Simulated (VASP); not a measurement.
## Zr: electric field gradients with LDA

Zr:

```
Zr
1.0
     3.27453    0.00000    0.00000
    -1.63726    2.83583    0.00000
     0.00000    0.00000    5.21473
Zr
2
Direct
  0.33333 0.66667 0.25000
  0.66667 0.33333 0.75000
```

```yaml
Program: VASP 6.6.1
Task: electric field gradients
Functional: LDA
Potentials_or_basis: VASP PAW LDA potentials, release 64 (Zr_sv)
Cutoff: 520 eV
k_mesh: 13 × 13 × 7
Occupations: fermi-dirac, width 0.03 eV
Spin: no spin polarisation
Dipole_correction: no
Further_INCAR_settings: ALGO = Normal; EDIFF = 1e-08; NBANDS = 19
```

```yaml
Pressure: -9.1 GPa
Band_gap_on_the_k_mesh: zero (bands 12 and 13 overlap by 1.05 eV)
Largest_electric_field_gradient_by_atom: Zr +36.4 V/Å²
```

Stress tensor (GPa, compression positive):
```
-9.28  0.00  0.00
 0.00 -9.28  0.00
 0.00  0.00 -8.69
```

Levels at points of the mesh, in eV from the Fermi level:
```tsv
k point	band 8	band 9	band 10	band 11	band 12	band 13	band 14	band 15	band 16	band 17
(0.00, 0.00, 0.00)	-26.36	-5.58	-2.95	0.80	0.80	0.94	1.10	1.45	1.45	1.99
```

Electric field gradients, principal values (V/Å²):
| atom | least | middle | greatest (by size) |
| --- | --- | --- | --- |
| 1 Zr | -18.199 | -18.199 | 36.398 |
| 2 Zr | -18.199 | -18.199 | 36.398 |

Wall time 33 s on 1 thread of Intel(R) Xeon(R) Platinum 8488C (Sapphire Rapids), with other jobs on the host, peak memory 0.18 GiB.

Caveat: the cell stands under tension; without QUAD_EFG the Cq values of the log hold for a quadrupole moment of 1 mb, not for the nuclei.
